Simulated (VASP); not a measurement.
Input of a VASP 6.6.1 run:

The input INCAR:

```
  ALGO = Normal
  DIPOL = 0.5 0.5 0.330
  EDIFF = 1E-6
  EDIFFG = -0.025
  ENCUT = 520
  GGA = PS
  IBRION = 2
  IDIPOL = 3
  ISIF = 2
  ISMEAR = 0
  LASPH = T
  LCHARG = F
  LDIPOL = T
  LREAL = F
  LWAVE = F
  NELM = 60
  NSW = 36
  PREC = Accurate
  SIGMA = 0.1
```

File KPOINTS:

```
k-points
0
Gamma
  9 3 1
```

File POSCAR:

```
Al9N
1.0
    2.8360890836      0.0000000000      0.0000000000
   -1.4180445418      9.6401013232      0.0000000000
    0.0000000000      0.0000000000     20.2523775136
Al N
9 1
Selective dynamics
Direct
    0.5324569575      0.0649139150      0.1975076752  F F F
    0.6709806898      0.3419613796      0.2463716781  F F F
    0.2986854362      0.5973708725      0.2561444786  F F F
    0.9263901827      0.8527803654      0.2659172793  F F F
    0.0640247854      0.1277465523      0.3150759955  F F F
    0.2000840310      0.4041004175      0.3702277332  F F F
    0.8287416372      0.6594765630      0.3778305230  F F F
    0.4529560437      0.9112537656      0.3867831574  F F F
    0.5925587481      0.1816395522      0.4321654338  F F F
    0.8425587481      0.9316395522      0.4549518154  F F T
```

Potentials or basis: VASP PAW PBE potentials, release 64 (Al, N).

Command:

```bash
$ cat potpaw_PBE.64/Al/POTCAR potpaw_PBE.64/N/POTCAR > POTCAR
$ mpirun -np 1 vasp_std > vasp.out
```

Task: Estimate the energy gained by relaxing.

Result: 1.7 meV/atom.

Task: Predict the band gap on the k mesh.

Result: Zero (bands 16 and 17 overlap by 0.35 eV).

The path:
```tsv
step	energy change (eV)	largest force on free atoms (eV/Å)	pressure (GPa)
1	0.0000	0.7043	-1.38
2	-0.0157	0.2181	-1.26
3	-0.0174	0.0004	-1.20
```

Caveat: the PAW data sets were made with another functional, which shifts forces and pressure a little.
